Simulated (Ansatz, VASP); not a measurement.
# Two plane-wave programs on HC20

```xyz
42
Lattice="7.2016 0.0000 0.0000 -3.3194 7.7908 0.0000 0.0000 0.0000 22.7917" Properties=species:S:1:pos:R:3 pbc="T T T"
C     1.2478    1.2988    4.0000
C    -0.4119    5.1941    4.0000
C     4.8486    1.2988    4.0000
C     3.1889    5.1941    4.0000
C     0.6932    2.5966    4.0000
C    -0.9665    6.4920    4.0000
C     4.2940    2.5966    4.0000
C     2.6343    6.4920    4.0000
C     0.4180    3.2465    5.2223
C    -1.2417    7.1418    5.2223
C     4.0188    3.2465    5.2223
C     2.3591    7.1418    5.2223
C     1.5231    0.6489    5.2223
C    -0.1366    4.5443    5.2223
C     5.1239    0.6489    5.2223
C     3.4642    4.5443    5.2223
C     1.2442    1.3061    6.4438
C    -0.4155    5.2015    6.4438
C     4.8450    1.3061    6.4438
C     3.1853    5.2015    6.4438
C     0.6969    2.5893    6.4438
C    -0.9628    6.4846    6.4438
C     4.2976    2.5893    6.4438
C     2.6379    6.4846    6.4438
C     0.4122    3.2592    7.6703
C    -1.2475    7.1546    7.6703
C     4.0130    3.2592    7.6703
C     2.3533    7.1546    7.6703
C     1.5289    0.6362    7.6703
C    -0.1308    4.5316    7.6703
C     5.1296    0.6362    7.6703
C     3.4699    4.5316    7.6703
C     1.2137    1.3803    8.7917
C    -0.4460    5.2757    8.7917
C     4.8144    1.3803    8.7917
C     3.1547    5.2757    8.7917
C     0.7274    2.5151    8.7917
C    -0.9323    6.4105    8.7917
C     4.3282    2.5151    8.7917
C     2.6685    6.4105    8.7917
H     6.6479    1.2961   10.2017
H     5.6092    3.7341   10.2017
```

Alike in both runs: task single point; functional LDA; k mesh 4 × 4 × 1; occupations gaussian, width 0.05 eV; no spin polarisation.

```csv
,VASP,Ansatz
version,VASP 6.6.1,Ansatz 0.2.0
potentials or method,"VASP PAW LDA potentials, release 64 (C, H), cutoff 520 eV","scalar-relativistic, plane waves, PAW"
valence electrons in the cell,162,162
```

VASP gave:

| Item | Value |
| --- | --- |
| gap on the k mesh at the Fermi level (eV) | none |
| rms of the force components (eV/Å) | 1.933 |

Q: Which values does Ansatz return?

A: gap on the k mesh at the Fermi level (eV): none; rms of the force components (eV/Å): 1.938.

Ansatz warns that its potentials were made for another functional, while VASP's fit it. LDA's correlation is that of Perdew and Zunger in VASP and of Perdew and Wang (1992) in Ansatz. Atom by atom the forces differ by 0.029 eV/Å (rms over components). A gap of «none» marks a metal or a gap that the smearing closes.
